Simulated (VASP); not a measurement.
# MgB2 (P6/mmm) in VASP: notebook, part 2 of 2

VASP 6.6.1. The steps go on from the part before.

## Step 3: Relaxation of cell and atoms, r2SCAN

This run uses another cell than the first one, of 9.64 Å³/atom.

Input file POSCAR:

```
MgB2
1.0
    3.1200000000      0.0000000000      0.0000000000
   -1.5600000000      2.7019992598      0.0000000000
    0.0000000000      0.0000000000      3.4320000000
Mg B
1 2
Direct
    0.0000000000      0.0000000000      0.0000000000
    0.3333333333      0.6666666667      0.5000000000
    0.6666666667      0.3333333333      0.5000000000
```

Input file INCAR.step1:

```
SYSTEM = MgB2
PREC = Accurate
ENCUT = 660
ISMEAR = 1
SIGMA = 0.1
LREAL = .FALSE.
LASPH = .TRUE.
NELM = 120
GGA = PE
ALGO = Normal
EDIFF = 1E-5
LWAVE = .TRUE.
LCHARG = .FALSE.
GGA_COMPAT = .FALSE.
IBRION = 2
ISIF = 3
EDIFFG = -0.005
NELMIN = 4
NSW = 100
```

Input file INCAR.step2:

```
SYSTEM = MgB2
PREC = Accurate
ENCUT = 660
EDIFF = 1E-7
ISMEAR = 1
SIGMA = 0.1
LREAL = .FALSE.
LASPH = .TRUE.
NELM = 120
ALGO = Normal
ISIF = 3
LWAVE = .FALSE.
LCHARG = .FALSE.
METAGGA = R2SCAN
LMIXTAU = .TRUE.
IBRION = 2
NSW = 60
EDIFFG = -0.01
ISTART = 1
GGA_COMPAT = .FALSE.
NELMIN = 4
```

Input file KPOINTS:

```
regular mesh
0
G
  6 6 5
  0 0 0
```

Potentials or basis: VASP PAW PBE potentials, release 64 (Mg, B).

Launch:

```
$ cat potpaw_PBE.64/Mg/POTCAR potpaw_PBE.64/B/POTCAR > POTCAR
$ cp INCAR.step1 INCAR
$ mpirun -np 1 vasp_std > vasp.out
$ cp INCAR.step2 INCAR
$ mpirun -np 1 vasp_std > vasp.out
```

OUTCAR:

```text
SYSTEM = MgB2
   PREC = Accurate
   ENCUT = 660
   EDIFF = 1E-7
   ISMEAR = 1
   LREAL = .FALSE.
   LASPH = .TRUE.
   NELM = 120
   ISIF = 3
   METAGGA = R2SCAN
   IBRION = 2
   NSW = 60
   EDIFFG = -0.01
   ISTART = 1
   NELMIN = 4

 ion  position               nearest neighbor table
   1  0.000  0.000  0.000-   2 2.49   3 2.49   2 2.49   3 2.49   2 2.49   2 2.49   3 2.49   3 2.49
                             3 2.49   3 2.49   2 2.49   2 2.49
   2  0.333  0.667  0.500-   3 1.80   3 1.80   3 1.80   1 2.49   1 2.49   1 2.49   1 2.49   1 2.49
                             1 2.49
   3  0.667  0.333  0.500-   2 1.80   2 1.80   2 1.80   1 2.49   1 2.49   1 2.49   1 2.49   1 2.49
                             1 2.49

  LATTYP: Found a hexagonal cell.
 ALAT       =     3.1200000000
 C/A-ratio  =     1.1000000000

  Lattice vectors:

 A1 = (   3.1200000000,   0.0000000000,   0.0000000000)
 A2 = (  -1.5600000000,   2.7019992598,   0.0000000000)
 A3 = (   0.0000000000,   0.0000000000,   3.4320000000)

Analysis of symmetry for initial positions (statically):
=====================================================================
 Subroutine PRICEL returns:
 Original cell was already a primitive cell.

 Routine SETGRP: Setting up the symmetry group for a
 hexagonal supercell.

 Subroutine GETGRP returns: Found 24 space group operations
 (whereof 24 operations were pure point group operations)
 out of a pool of 24 trial point group operations.

The static configuration has the point symmetry D_6h.

Analysis of symmetry for dynamics (positions and initial velocities):
=====================================================================
 Subroutine PRICEL returns:
 Original cell was already a primitive cell.

 Routine SETGRP: Setting up the symmetry group for a
 hexagonal supercell.

 Subroutine GETGRP returns: Found 24 space group operations
 (whereof 24 operations were pure point group operations)
 out of a pool of 24 trial point group operations.

The dynamic configuration has the point symmetry D_6h.

 Subroutine INISYM returns: Found 24 space group operations
 (whereof 24 operations are pure point group operations),
 and found     1 'primitive' translations

----------------------------------------------------------------------------------------

                                     Primitive cell

  volume of cell :      28.9326

  direct lattice vectors                    reciprocal lattice vectors
     3.120000000  0.000000000  0.000000000     0.320512821  0.185048163  0.000000000
    -1.560000000  2.701999260  0.000000000     0.000000000  0.370096326  0.000000000
     0.000000000  0.000000000  3.432000000     0.000000000  0.000000000  0.291375291

  length of vectors
     3.120000000  3.120000000  3.432000000     0.370096326  0.370096326  0.291375291

  position of ions in fractional coordinates (direct lattice)
     0.000000000  0.000000000  0.000000000
     0.333333333  0.666666667  0.500000000
     0.666666667  0.333333333  0.500000000

  ion indices of the primitive-cell ions
   primitive index   ion index
                 1           1
                 2           2
                 3           3

----------------------------------------------------------------------------------------

 KPOINTS: regular mesh

Automatic generation of k-mesh.
 Grid dimensions read from file:
 generate k-points for:    6    6    5

 Generating k-lattice:

  Cartesian coordinates                     Fractional coordinates (reciprocal lattice)
     0.053418803  0.030841361  0.000000000     0.166666667  0.000000000  0.000000000
     0.000000000  0.061682721  0.000000000     0.000000000  0.166666667  0.000000000
     0.000000000  0.000000000  0.058275058     0.000000000  0.000000000  0.200000000

  Length of vectors
     0.061682721  0.061682721  0.058275058

  Shift w.r.t. Gamma in fractional coordinates (k-lattice)
     0.000000000  0.000000000  0.000000000

 Subroutine IBZKPT returns following result:
 ===========================================

 Found     21 irreducible k-points:

 Following reciprocal coordinates:
            Coordinates               Weight
  0.000000  0.000000  0.000000      1.000000
  0.166667  0.000000  0.000000      6.000000
  0.333333 -0.000000  0.000000      6.000000
  0.500000 -0.000000  0.000000      3.000000
  0.166667  0.166667  0.000000      6.000000
  0.333333  0.166667  0.000000     12.000000
[... 13 lines left out ...]
  0.333333  0.166667  0.400000     24.000000
  0.333333  0.333333  0.400000      4.000000
   k-points           NKPTS =     21   k-points in BZ     NKDIM =     21   number of bands    NBANDS=      8
   number of dos      NEDOS =    301   number of ions     NIONS =      3
   total plane-waves  NPLWV =  23520
   dimension x,y,z NGX =    28 NGY =   28 NGZ =   30
   dimension x,y,z NGXF=    56 NGYF=   56 NGZF=   60
   ions per type =               1   2
   NGX,Y,Z   is equivalent  to a cutoff of  14.92, 14.92, 14.53 a.u.
   NGXF,Y,Z  is equivalent  to a cutoff of  29.84, 29.84, 29.06 a.u.
 SYSTEM =  MgB2
   PREC   = accura    normal or accurate (medium, high low for compatibility)
   ISTART =      1    job   : 0-new  1-cont  2-samecut
   ICHARG =      0    charge: 1-file 2-atom 10-const
   ISPIN  =      1    spin polarized calculation?
   LNONCOLLINEAR =      F non collinear calculations
   LSORBIT =      F    spin-orbit coupling
   LASPH  =      T    aspherical Exc in radial PAW
   ENCUT  =  660.0 eV  48.51 Ry    6.96 a.u.   6.54  6.54  7.19*2*pi/ulx,y,z
   NELM   =    120;   NELMIN=  4; NELMDL=  0     # of ELM steps
   EDIFF  = 0.1E-06   stopping-criterion for ELM
   LREAL  =      F    real-space projection
   EDIFFG = -.1E-01   stopping-criterion for IOM
   NSW    =     60    number of steps for IOM
   IBRION =      2    ionic relax: 0-MD 1-quasi-New 2-CG
   NFREE  =      1    steps in history (QN), initial steepest desc. (CG)
   ISIF   =      3    stress and relaxation
   ISYM   =      2    0-nonsym 1-usesym 2-fastsym
   POTIM  = 0.5000    time-step for ionic-motion
   TEBEG  =    0.0;   TEEND  =   0.0 temperature during run
   PSTRESS=    0.0 pullay stress
   NELECT =       8.0000    total number of electrons
   NUPDOWN=      -1.0000    fix difference up-down
   EMIN   =  10.00;   EMAX   =-10.00  energy-range for DOS
   EFERMI =   0.00;   METHOD = LEGACY
   ISMEAR =     1;   SIGMA  =   0.10  broadening in eV -4-tet -1-fermi 0-gaus
   EFERMI_NEDOS =   21; number of points for ismear=-14 and -15
   IALGO  =     38    algorithm
   IMIX   =      4    mixing-type and parameters
     AMIX     =   0.40;   BMIX     =  1.00
     AMIX_MAG =   1.60;   BMIX_MAG =  1.00
  volume/ion in A,a.u.               =       9.64        65.08
  Fermi-wavevector in a.u.,A,eV,Ry     =   1.066537  2.015462 15.476634  1.137500
  Thomas-Fermi vector in A             =   2.202124
   LORBIT       =      0    0 simple, 1 ext, 2 COOP (PROOUT), +10 PAW based schemes
   METAGGA = R2SCAN    functional components
   LHFCALC =     F    Hartree Fock is set to
   AEXX    =    0.0000 exact exchange contribution
   IVDW    =     0    specifies the selected vdW correction
   LEPSILON=     F    determine dielectric tensor
   LRPA    =     F    only Hartree local field effects (RPA)
 conjugate gradient relaxation of ions
 non-spin polarized calculation
 Methfessel and Paxton  Order N= 1 SIGMA  =   0.10
  energy-cutoff  :      660.00
  volume of cell :       28.93
 maximum number of plane-waves:      1143
 NGX is ok and might be reduce to    28
   NGX = 13   NGY = 13   NGZ = 15

--------------------------------------- Ionic step        1  -------------------------------------------

 number of electron       8.0000000 magnetization

 Free energy of the ion-electron system (eV)
  ---------------------------------------------------
  ext. energy  EPLUGINS =         0.00000000
  ---------------------------------------------------
  free energy    TOTEN  =       -19.38538936 eV

  energy without entropy =      -19.38399940  energy(sigma->0) =      -19.38492604

------------------------ aborting loop because EDIFF is reached ----------------------------------------

  FORCE on cell =-STRESS in cart. coord.  units (eV):
  Direction    XX          YY          ZZ          XY          YZ          ZX
  --------------------------------------------------------------------------------------
  -------------------------------------------------------------------------------------
  Total       -1.0430600     -1.0430600      0.0945980     -0.0000000     -0.0000000      0.0000000
  in kB      -57.7607461    -57.7607461      5.2384844     -0.0000000     -0.0000000      0.0000000
  external PRESSURE =     -36.7610026 kB  Pullay stress =       0.0000000 kB
[... 133 lines left out ...]
  energy  without entropy=      -19.3955231908  energy(sigma->0) =      -19.39644682

--------------------------------------- Ionic step        5  -------------------------------------------

 number of electron       8.0000000 magnetization

 Free energy of the ion-electron system (eV)
  ---------------------------------------------------
  ext. energy  EPLUGINS =         0.00000000
  ---------------------------------------------------
  free energy    TOTEN  =       -19.39693051 eV

  energy without entropy =      -19.39554681  energy(sigma->0) =      -19.39646928

 E-fermi :   5.3403     XC(G=0): -11.6519

 val. band max:        5.2894466146   @ k =   0.3333   0.1667   0.4000
 cond. band min:       5.6208836694   @ k =   0.3333   0.3333   0.2000
 fundamental gap:      0.3314370549
 Fermi energy:         5.3403469073

 k-point     1 :       0.0000    0.0000    0.0000
  band No.  band energies     occupation
      1      -7.9352      2.00000
      2       2.5440      2.00000
      3       5.6634     -0.00005
      4       5.6634     -0.00005
      5       7.8587      0.00000
      6      11.8588      0.00000
      7      11.8588      0.00000
      8      13.7206      0.00000
[... 248 lines left out ...]
  FREE ENERGIE OF THE ION-ELECTRON SYSTEM (eV)
  ---------------------------------------------------
  free  energy   TOTEN  =       -19.3969305096 eV

  energy  without entropy=      -19.3955468068  energy(sigma->0) =      -19.39646928

 reached required accuracy - stopping structural energy minimisation
```

Run time: 84 s. Hardware: 1 thread of Intel Xeon 6975P-C (Granite Rapids), shared host; peak memory 0.17 GiB.

Results:

| Quantity | Value |
| --- | --- |
| Free energy | -19.3969 eV |
| Relaxed volume | 9.46 Å³/atom |
| Relaxed cell | a = 3.087 Å, b = 3.087 Å, c = 3.438 Å, α = 90.00°, β = 90.00°, γ = 120.00° |
| Space group after relaxing (to 0.1 Å) | P6/mmm (No. 191) |
| Energy gained by relaxing | 3.8 meV/atom |
| Ionic steps | 5 |
| Pressure after relaxing | -0.1 GPa |
| Band gap on the k mesh | zero (bands 4 and 5 overlap by 3.93 eV) |

Stress tensor (GPa, compression positive):
```
-0.10  0.00  0.00
 0.00 -0.10  0.00
 0.00  0.00  0.05
```

Step by step:
```csv
step,energy change (eV),largest force (eV/Å),pressure (GPa),volume (Å³)
1,0.0000,0.0000,-3.68,28.93
2,-0.0079,0.0000,2.35,28.01
3,-0.0115,0.0000,0.12,28.34
4,-0.0115,0.0000,0.04,28.35
5,-0.0115,0.0000,-0.05,28.37
```

Final structure:
```
Mg B
1.0
     3.08687    0.00000    0.00000
    -1.54343    2.67331    0.00000
     0.00000    0.00000    3.43796
Mg B
1 2
Direct
  0.00000 0.00000 0.00000
  0.33333 0.66667 0.50000
  0.66667 0.33333 0.50000
```

Caveat: the k points lie up to 0.39 Å⁻¹ apart in the final cell, too coarse for converged energies and pressures of a metal; the PAW data sets were made with another functional, which shifts forces and pressure a little.
